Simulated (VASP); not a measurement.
# Al5As (P-6m2) in VASP: further runs

The runs below take Al5As through single point, with PBE.

All numbers are computed with VASP 6.6.1; they aren't measurements. Logs are shortened: lines on timing, memory, paths and dates and some standing lists are left out, and cuts for length are marked.

## (1) The cell of the first run

It takes space group P-6m2 (No. 187, hexagonal). The conventional cell has a = 4.086 Å, b = 4.086 Å, c = 7.139 Å, α = 90.00°, β = 90.00°, γ = 120.00°. Al (site symmetry -6m2) has 5 Al at 2.03 to 2.36 Å within 2.7 Å. Within 2.1 Å of Al (site symmetry 3m) lie 2 Al at 1.54 to 2.03 Å. Al (site symmetry -6m2) has 9 Al at 2.36 to 3.11 Å within 3.2 Å. Within 2.1 Å of Al (site symmetry -6m2) lie 2 Al at 1.54 Å. Within 3.1 Å of As (site symmetry -6m2) lie 9 Al at 2.36 to 2.82 Å.

The cell was generated, and may not be a known phase.

## (2) Single point, PBE

Contents of INCAR:

```
SYSTEM = Al5As
PREC = Accurate
ENCUT = 520
EDIFF = 1E-6
ISMEAR = 0
SIGMA = 0.1
LREAL = .False.
LASPH = .True.
NELM = 80
ALGO = Normal
ISIF = 2
LWAVE = .False.
LCHARG = .False.
GGA = PE
NBANDS = 19
```

Contents of KPOINTS:

```
regular mesh
0
Gamma
  6 6 4
  0 0 0
```

Contents of POSCAR:

```
Al5As
1.0
    4.0864246200      0.0000000000      0.0000000000
   -2.0432123100      3.5389475300      0.0000000000
    0.0000000000      0.0000000000      7.1391072700
Al As
5 1
Direct
    0.3333333300      0.6666666700      0.0000000000
    0.3333333300      0.6666666700      0.2842837800
    0.3333333300      0.6666666700      0.7157162200
    0.6666666700      0.3333333300      0.0000000000
    0.3333333300      0.6666666700      0.5000000000
    0.6666666700      0.3333333300      0.5000000000
```

Potentials or basis: VASP PAW PBE potentials, release 64 (Al, As).

Started as:

```sh
> cat potpaw_PBE.64/Al/POTCAR potpaw_PBE.64/As/POTCAR > POTCAR
> mpirun -np 1 vasp_std > vasp.out
```

OUTCAR:

```text
SYSTEM = Al5As
   PREC = Accurate
   ENCUT = 520
   EDIFF = 1E-6
   ISMEAR = 0
   LREAL = .False.
   LASPH = .True.
   NELM = 80
   ISIF = 2
   GGA = PE

 ion  position               nearest neighbor table
   1  0.333  0.667  0.000-   2 2.03   3 2.03   4 2.36   4 2.36   4 2.36
   2  0.333  0.667  0.284-   5 1.54   1 2.03   6 2.82   6 2.82   6 2.82   3 3.08   4 3.11   4 3.11
                             4 3.11
   3  0.333  0.667  0.716-   5 1.54   1 2.03   6 2.82   6 2.82   6 2.82   2 3.08   4 3.11   4 3.11
                             4 3.11
   4  0.667  0.333  0.000-   1 2.36   1 2.36   1 2.36   2 3.11   3 3.11   2 3.11   3 3.11   3 3.11
                             2 3.11
   5  0.333  0.667  0.500-   2 1.54   3 1.54   6 2.36   6 2.36   6 2.36
   6  0.667  0.333  0.500-   5 2.36   5 2.36   5 2.36   3 2.82   2 2.82   3 2.82   2 2.82   2 2.82
                             3 2.82

 -----------------------------------------------------------------------------
|                                                                             |
|           W    W    AA    RRRRR   N    N  II  N    N   GGGG   !!!           |
|           W    W   A  A   R    R  NN   N  II  NN   N  G    G  !!!           |
|           W    W  A    A  R    R  N N  N  II  N N  N  G       !!!           |
|           W WW W  AAAAAA  RRRRR   N  N N  II  N  N N  G  GGG   !            |
|           WW  WW  A    A  R   R   N   NN  II  N   NN  G    G                |
|           W    W  A    A  R    R  N    N  II  N    N   GGGG   !!!           |
|                                                                             |
|     The distance between some ions is very small. Please check the          |
|     nearest-neighbor list in the OUTCAR file.                               |
|     I HOPE YOU KNOW WHAT YOU ARE DOING!                                     |
|                                                                             |
 -----------------------------------------------------------------------------

  LATTYP: Found a hexagonal cell.
 ALAT       =     4.0864246200
 C/A-ratio  =     1.7470302120

  Lattice vectors:

 A1 = (   4.0864246200,   0.0000000000,   0.0000000000)
 A2 = (  -2.0432123100,   3.5389475300,   0.0000000000)
 A3 = (   0.0000000000,   0.0000000000,   7.1391072700)

Analysis of symmetry for initial positions (statically):
=====================================================================
 Subroutine PRICEL returns:
 Original cell was already a primitive cell.

 Routine SETGRP: Setting up the symmetry group for a
 hexagonal supercell.

 Subroutine GETGRP returns: Found 12 space group operations
 (whereof 12 operations were pure point group operations)
 out of a pool of 24 trial point group operations.

The static configuration has the point symmetry D_3h.

Analysis of symmetry for dynamics (positions and initial velocities):
=====================================================================
 Subroutine PRICEL returns:
 Original cell was already a primitive cell.

 Routine SETGRP: Setting up the symmetry group for a
 hexagonal supercell.

 Subroutine GETGRP returns: Found 12 space group operations
 (whereof 12 operations were pure point group operations)
 out of a pool of 24 trial point group operations.

The dynamic configuration has the point symmetry D_3h.

 Subroutine INISYM returns: Found 12 space group operations
 (whereof 12 operations are pure point group operations),
 and found     1 'primitive' translations

----------------------------------------------------------------------------------------

                                     Primitive cell

  volume of cell :     103.2432

  direct lattice vectors                    reciprocal lattice vectors
     4.086424620  0.000000000  0.000000000     0.244712699  0.141284943  0.000000000
    -2.043212310  3.538947530  0.000000000     0.000000000  0.282569886  0.000000000
     0.000000000  0.000000000  7.139107270     0.000000000  0.000000000  0.140073536

  length of vectors
     4.086424620  4.086424619  7.139107270     0.282569886  0.282569886  0.140073536

  position of ions in fractional coordinates (direct lattice)
     0.333333330  0.666666670  0.000000000
     0.333333330  0.666666670  0.284283780
     0.333333330  0.666666670  0.715716220
     0.666666670  0.333333330  0.000000000
     0.333333330  0.666666670  0.500000000
     0.666666670  0.333333330  0.500000000

  ion indices of the primitive-cell ions
   primitive index   ion index
                 1           1
                 2           2
                 3           3
                 4           4
                 5           5
                 6           6

----------------------------------------------------------------------------------------

 KPOINTS: regular mesh

Automatic generation of k-mesh.
 Grid dimensions read from file:
 generate k-points for:    6    6    4

 Generating k-lattice:

  Cartesian coordinates                     Fractional coordinates (reciprocal lattice)
     0.040785450  0.023547490  0.000000000     0.166666667  0.000000000  0.000000000
     0.000000000  0.047094981  0.000000000     0.000000000  0.166666667  0.000000000
     0.000000000  0.000000000  0.035018384     0.000000000  0.000000000  0.250000000

  Length of vectors
     0.047094981  0.047094981  0.035018384

  Shift w.r.t. Gamma in fractional coordinates (k-lattice)
     0.000000000  0.000000000  0.000000000

 Subroutine IBZKPT returns following result:
 ===========================================

 Found     21 irreducible k-points:

 Following reciprocal coordinates:
            Coordinates               Weight
  0.000000  0.000000  0.000000      1.000000
  0.166667  0.000000  0.000000      6.000000
  0.333333  0.000000  0.000000      6.000000
  0.500000  0.000000  0.000000      3.000000
  0.166667  0.166667  0.000000      6.000000
  0.333333  0.166667  0.000000     12.000000
[... 13 lines left out ...]
  0.333333  0.166667  0.500000     12.000000
  0.333333  0.333333  0.500000      2.000000
   k-points           NKPTS =     21   k-points in BZ     NKDIM =     21   number of bands    NBANDS=     19
   number of dos      NEDOS =    301   number of ions     NIONS =      6
   total plane-waves  NPLWV =  48600
   dimension x,y,z NGX =    30 NGY =   30 NGZ =   54
   dimension x,y,z NGXF=    60 NGYF=   60 NGZF=  108
   ions per type =               5   1
   NGX,Y,Z   is equivalent  to a cutoff of  12.20, 12.20, 12.57 a.u.
   NGXF,Y,Z  is equivalent  to a cutoff of  24.41, 24.41, 25.15 a.u.
 SYSTEM =  Al5As
   PREC   = accura    normal or accurate (medium, high low for compatibility)
   ISTART =      0    job   : 0-new  1-cont  2-samecut
   ICHARG =      2    charge: 1-file 2-atom 10-const
   ISPIN  =      1    spin polarized calculation?
   LNONCOLLINEAR =      F non collinear calculations
   LSORBIT =      F    spin-orbit coupling
   LASPH  =      T    aspherical Exc in radial PAW
   ENCUT  =  520.0 eV  38.22 Ry    6.18 a.u.   7.60  7.60 13.27*2*pi/ulx,y,z
   NELM   =     80;   NELMIN=  2; NELMDL= -5     # of ELM steps
   EDIFF  = 0.1E-05   stopping-criterion for ELM
   LREAL  =      F    real-space projection
[... 7 lines left out ...]
   TEBEG  =    0.0;   TEEND  =   0.0 temperature during run
   PSTRESS=    0.0 pullay stress
   NELECT =      20.0000    total number of electrons
   NUPDOWN=      -1.0000    fix difference up-down
   EMIN   =  10.00;   EMAX   =-10.00  energy-range for DOS
   EFERMI =   0.00;   METHOD = LEGACY
   ISMEAR =     0;   SIGMA  =   0.10  broadening in eV -4-tet -1-fermi 0-gaus
   EFERMI_NEDOS =   21; number of points for ismear=-14 and -15
   IALGO  =     38    algorithm
   IMIX   =      4    mixing-type and parameters
     AMIX     =   0.40;   BMIX     =  1.00
     AMIX_MAG =   1.60;   BMIX_MAG =  1.00
  volume/ion in A,a.u.               =      17.21       116.12
  Fermi-wavevector in a.u.,A,eV,Ry     =   0.947249  1.790042 12.208254  0.897281
  Thomas-Fermi vector in A             =   2.075325
   LORBIT       =      0    0 simple, 1 ext, 2 COOP (PROOUT), +10 PAW based schemes
   GGA     = PE    functional components
   LHFCALC =     F    Hartree Fock is set to
   AEXX    =    0.0000 exact exchange contribution
   IVDW    =     0    specifies the selected vdW correction
   LEPSILON=     F    determine dielectric tensor
   LRPA    =     F    only Hartree local field effects (RPA)
 non-spin polarized calculation
 Gauss-broadening in eV      SIGMA  =   0.10
  energy-cutoff  :      520.00
  volume of cell :      103.24
 maximum number of plane-waves:      2829
   NGX = 15   NGY = 15   NGZ = 27

 number of electron      19.9999999 magnetization

 Free energy of the ion-electron system (eV)
  ---------------------------------------------------
  ext. energy  EPLUGINS =         0.00000000
  ---------------------------------------------------
  free energy    TOTEN  =         3.48682223 eV

  energy without entropy =        3.49862362  energy(sigma->0) =        3.49272292

 E-fermi :   7.1438     XC(G=0):  -9.7927

 val. band max:        7.0901808113   @ k =   0.3333   0.3333   0.0000
 cond. band min:       7.1980611711   @ k =   0.3333   0.1667   0.2500
 fundamental gap:      0.1078803598
 Fermi energy:         7.1438149439

 k-point     1 :       0.0000    0.0000    0.0000
  band No.  band energies     occupation
      1      -6.8749      2.00000
      2      -2.1403      2.00000
      3      -0.7041      2.00000
      4       2.9586      2.00000
      5       2.9586      2.00000
      6       3.9294      2.00000
[... 11 lines left out ...]
     18      10.5523      0.00000
     19      12.6988      0.00000

 k-point     2 :       0.1667    0.0000    0.0000
  band No.  band energies     occupation
      1      -6.6266      2.00000
      2      -1.8920      2.00000
      3      -0.4255      2.00000
      4       0.9353      2.00000
      5       2.5762      2.00000
      6       5.1026      2.00000
[... 410 lines left out ...]
 k-point    21 :       0.3333    0.3333    0.5000
  band No.  band energies     occupation
      1      -5.1673      2.00000
      2      -2.4133      2.00000
      3      -0.3876      2.00000
      4       0.4373      2.00000
      5       1.0000      2.00000
      6       3.2332      2.00000
[... 11 lines left out ...]
     18      12.3644      0.00000
     19      14.9203      0.00000

------------------------ aborting loop because EDIFF is reached ----------------------------------------

  FORCE on cell =-STRESS in cart. coord.  units (eV):
  Direction    XX          YY          ZZ          XY          YZ          ZX
  --------------------------------------------------------------------------------------
  -------------------------------------------------------------------------------------
  Total       11.8254391     11.8254391    130.1274034      0.0000000      0.0000000      0.0000000
  in kB      183.5127883    183.5127881   2019.3789413      0.0000000      0.0000000      0.0000000
  external PRESSURE =     795.4681726 kB  Pullay stress =       0.0000000 kB

 VOLUME and BASIS-vectors are now :
 -----------------------------------------------------------------------------
  energy-cutoff  :      520.00
  volume of cell :      103.24
      direct lattice vectors                 reciprocal lattice vectors
     4.086424620  0.000000000  0.000000000     0.244712699  0.141284943  0.000000000
    -2.043212310  3.538947530  0.000000000     0.000000000  0.282569886  0.000000000
     0.000000000  0.000000000  7.139107270     0.000000000  0.000000000  0.140073536

 POSITION                                       TOTAL-FORCE (eV/Angst)
 -----------------------------------------------------------------------------------
     -0.00000      2.35930      0.00000        -0.000000     -0.000000     -0.000000
     -0.00000      2.35930      2.02953         0.000000     -0.000000    -26.199938
     -0.00000      2.35930      5.10957         0.000000     -0.000000     26.199938
      2.04321      1.17965      0.00000        -0.000000      0.000000     -0.000000
     -0.00000      2.35930      3.56955        -0.000000     -0.000000     -0.000000
      2.04321      1.17965      3.56955        -0.000000      0.000000     -0.000000
 -----------------------------------------------------------------------------------
    total drift:                               -0.000002      0.000001      0.000000

  FREE ENERGIE OF THE ION-ELECTRON SYSTEM (eV)
  ---------------------------------------------------
  free  energy   TOTEN  =         3.4868222279 eV

  energy  without entropy=        3.4986236217  energy(sigma->0) =        3.49272292
```

It took 28 s on 1 thread of Intel Xeon Platinum 8488C (Sapphire Rapids), shared host; peak memory 0.21 GiB.

What came out:

- Free energy: 3.4868 eV
- Pressure: 79.5 GPa
- Largest force: 26.200 eV/Å
- Band gap on the k mesh: zero (bands 10 and 11 overlap by 1.24 eV)

Forces in eV/Å, atoms in the order of the input:
```
Al    0.000   0.000   0.000
Al    0.000   0.000 -26.200
Al    0.000   0.000  26.200
Al    0.000   0.000   0.000
Al    0.000   0.000   0.000
As    0.000   0.000   0.000
```

Caveat: atoms lie so close that the PAW spheres overlap strongly, which falsifies energies and pressures; the stress differs along the axes, from 18 to 202 GPa; forces of over 1 eV/Å act on the atoms, so gaps and moduli don't describe the material at rest.

## (3) Single point, PBE

This run uses another cell than the first one, of 27.91 Å³/atom.

Contents of INCAR:

```
SYSTEM = Al5As
ALGO = Fast
EDIFF = 1E-6
ENCUT = 520
GGA = PE
ISIF = 2
ISMEAR = 0
LASPH = .True.
LCHARG = .False.
LREAL = .False.
LWAVE = .False.
NBANDS = 19
NELM = 100
PREC = Accurate
SIGMA = 0.1
```

Contents of KPOINTS:

```
k-points
0
Gamma
  6 6 4
  0 0 0
```

Contents of POSCAR:

```
Al5As
1.0
    4.3169620263      0.0000000000      0.0000000000
   -2.1584810132      3.7385987820      0.0000000000
    0.0000000000      0.0000000000     10.3765312586
Al As
5 1
Direct
    0.3333333333      0.6666666667      0.0000000000
    0.3333333333      0.6666666667      0.2443720975
    0.3333333333      0.6666666667      0.7556279025
    0.6666666667      0.3333333333      0.0000000000
    0.3333333333      0.6666666667      0.5000000000
    0.6666666667      0.3333333333      0.5000000000
```

Potentials or basis: VASP PAW PBE potentials, release 64 (Al, As).

Started as:

```sh
> cat potpaw_PBE.64/Al/POTCAR potpaw_PBE.64/As/POTCAR > POTCAR
> mpirun -np 1 vasp_std > vasp.out
```

OUTCAR:

```text
SYSTEM = Al5As
   EDIFF = 1E-6
   ENCUT = 520
   GGA = PE
   ISIF = 2
   ISMEAR = 0
   LASPH = .True.
   LREAL = .False.
   NELM = 100
   PREC = Accurate

 ion  position               nearest neighbor table
   1  0.333  0.667  0.000-   4 2.49   4 2.49   4 2.49   2 2.54   3 2.54
   2  0.333  0.667  0.244-   1 2.54   5 2.65
   3  0.333  0.667  0.756-   1 2.54   5 2.65
   4  0.667  0.333  0.000-   1 2.49   1 2.49   1 2.49
   5  0.333  0.667  0.500-   6 2.49   6 2.49   6 2.49   2 2.65   3 2.65
[... 665 lines left out ...]
  -------------------------------------------------------------------------------------
  Total       -0.1518482     -0.1518482     -0.0808607      0.0000000     -0.0000000      0.0000000
  in kB       -1.4527164     -1.4527164     -0.7735863      0.0000000     -0.0000000      0.0000000
  external PRESSURE =      -1.2263397 kB  Pullay stress =       0.0000000 kB

 VOLUME and BASIS-vectors are now :
 -----------------------------------------------------------------------------
  energy-cutoff  :      520.00
  volume of cell :      167.47
      direct lattice vectors                 reciprocal lattice vectors
     4.316962026  0.000000000  0.000000000     0.231644382  0.133739946  0.000000000
    -2.158481013  3.738598782  0.000000000     0.000000000  0.267479892  0.000000000
     0.000000000  0.000000000 10.376531259     0.000000000  0.000000000  0.096371319

 POSITION                                       TOTAL-FORCE (eV/Angst)
 -----------------------------------------------------------------------------------
     -0.00000      2.49240      0.00000        -0.000000     -0.000000      0.000000
     -0.00000      2.49240      2.53573        -0.000000      0.000000     -0.005681
     -0.00000      2.49240      7.84080        -0.000000      0.000000      0.005681
      2.15848      1.24620      0.00000         0.000000     -0.000000      0.000000
     -0.00000      2.49240      5.18827        -0.000000     -0.000000      0.000000
      2.15848      1.24620      5.18827        -0.000000     -0.000000      0.000000
 -----------------------------------------------------------------------------------
    total drift:                               -0.000000      0.000000      0.000000

  FREE ENERGIE OF THE ION-ELECTRON SYSTEM (eV)
  ---------------------------------------------------
  free  energy   TOTEN  =       -19.9168945568 eV

  energy  without entropy=      -19.9016144197  energy(sigma->0) =      -19.90925449
```

stdout:

```text
POSCAR found type information on POSCAR AlAs
 POSCAR found :  2 types and       6 ions
 scaLAPACK will be used
 LDA part: xc-table for (Slater+PW92), standard interpolation
 POSCAR, INCAR and KPOINTS ok, starting setup
 FFT: planning ... GRIDC
 FFT: planning ... GRID_SOFT
 FFT: planning ... GRID
 WAVECAR not read
 entering main loop
```

It took 43 s on 1 thread of Intel Xeon Platinum 8488C (Sapphire Rapids), shared host; peak memory 0.27 GiB.

Results:

* Free energy: -19.9169 eV
* Pressure: -0.1 GPa
* Largest force: 0.006 eV/Å
* Band gap on the k mesh: zero (bands 10 and 11 overlap by 1.01 eV)

Forces on the atoms (eV/Å):
```
Al   0.000  0.000  0.000
Al   0.000  0.000 -0.006
Al   0.000  0.000  0.006
Al   0.000  0.000  0.000
Al   0.000  0.000  0.000
As   0.000  0.000  0.000
```

The gap in the log of VASP goes by the Fermi energy; the results here count the filled bands.